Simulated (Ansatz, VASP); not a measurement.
## Two plane-wave programs on Se

```
Se
1.0
     2.56422   -4.75591    0.00000
     2.56422    4.75591    0.00000
     0.00000    0.00000    4.33546
Se
4
Direct
  0.10505 0.89495 0.15553
  0.60505 0.39495 0.34447
  0.89495 0.10505 0.84447
  0.39495 0.60505 0.65553
```

Alike in both runs: functional PBE; k mesh 4 × 4 × 4; occupations gaussian, width 0.1 eV; no spin polarisation.

Ansatz relaxed the structure, and its values are those at the end. VASP's run is a single point on that final structure, the one shown.

|  | VASP | Ansatz |
| --- | --- | --- |
| version | VASP 6.6.1 | Ansatz 0.2.0 |
| potentials or method | VASP PAW PBE potentials, release 64 (Se), cutoff 520 eV | scalar-relativistic, plane waves, PAW |
| valence electrons in the cell | 24 | 64 |

```tsv
	VASP	Ansatz	Ansatz less VASP
gap on the k mesh at the Fermi level (eV)	none	none	-
pressure (GPa)	0.0	0.0	-0.06
rms of the force components (eV/Å)	0.009	0.003	-0.0057
```

A gap of «none» marks a metal or a gap that the smearing closes. VASP's potentials hold 24 valence electrons a cell and Ansatz's 64, so a difference there can come from the potentials and not from the codes.

The k mesh is coarse, so the values compare programs but aren't converged.
